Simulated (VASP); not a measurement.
Wanted: the native input for a VASP 6.6.1 run.

```
Task                   : single point
Functional             : r2SCAN
Potentials or basis    : VASP PAW PBE potentials, release 64 (Rb_sv, Cd, I)
Cutoff                 : 520 eV
k mesh                 : 4 × 4 × 4
Occupations            : fermi-dirac, width 0.02 eV
Spin                   : no spin polarisation
Dipole correction      : no
Further INCAR settings : ALGO = Normal; EDIFF = 1e-07; NBANDS = 29
```

Crystal: RbCdI3.

```
CELL_PARAMETERS angstrom
5.71288 0.00000 0.00000
0.00000 5.95092 0.00000
0.00000 0.00000 5.95092
ATOMIC_POSITIONS crystal
Rb 0.00000 0.00000 0.00000
Cd 0.50000 0.50000 0.50000
I 0.50000 0.50000 0.00000
I 0.50000 0.00000 0.50000
I 0.00000 0.50000 0.50000
```

This cell differs from its parent crystal: uniaxial x strain -4.0%.

The input as run:

POSCAR

```
RbCdI3
1.0
    5.7128786887      0.0000000000      0.0000000000
    0.0000000000      5.9509153007      0.0000000000
    0.0000000000      0.0000000000      5.9509153007
Rb Cd I
1 1 3
Direct
    0.0000000000      0.0000000000      0.0000000000
    0.5000000000      0.5000000000      0.5000000000
    0.5000000000      0.5000000000      0.0000000000
    0.5000000000      0.0000000000      0.5000000000
    0.0000000000      0.5000000000      0.5000000000
```

INCAR.step1

```
SYSTEM = RbCdI3
ALGO = Normal
EDIFF = 1E-4
ENCUT = 520
GGA = PE
ISMEAR = -1
LASPH = .True.
LCHARG = .False.
LREAL = .False.
LWAVE = .True.
NBANDS = 29
NELM = 80
PREC = Accurate
SIGMA = 0.02
```

INCAR.step2

```
SYSTEM = RbCdI3
ALGO = Normal
EDIFF = 1E-7
ENCUT = 520
ISIF = 2
ISMEAR = -1
ISTART = 1
LASPH = .True.
LCHARG = .False.
LMIXTAU = .True.
LREAL = .False.
LWAVE = .False.
METAGGA = R2SCAN
NBANDS = 29
NELM = 80
PREC = Accurate
SIGMA = 0.02
```

KPOINTS

```
k-points
0
Gamma
  4 4 4
  0 0 0
```

Potentials or basis: VASP PAW PBE potentials, release 64 (Rb_sv, Cd, I).

Command:

```bash
$ cat potpaw_PBE.64/Rb_sv/POTCAR potpaw_PBE.64/Cd/POTCAR potpaw_PBE.64/I/POTCAR > POTCAR
$ cp INCAR.step1 INCAR
$ mpirun -np 1 vasp_std > vasp.out
$ cp INCAR.step2 INCAR
$ mpirun -np 1 vasp_std > vasp.out
```

It gave:

```json
{
 "Pressure": "1.2 GPa",
 "Band gap on the k mesh": "0.20 eV (least direct gap 0.71 eV)"
}
```

Caveat: the cell differs from its parent crystal (uniaxial x strain -4.0%); semilocal functionals underestimate gaps, and a narrow one can read as zero; the PAW data sets were made with another functional, which shifts forces and pressure a little; spin-orbit coupling is left out, which moves the levels of the heavy elements.

It took 3.9 min on 1 thread of Intel(R) Xeon(R) Platinum 8488C (Sapphire Rapids), with other jobs on the host, peak memory 0.39 GiB.
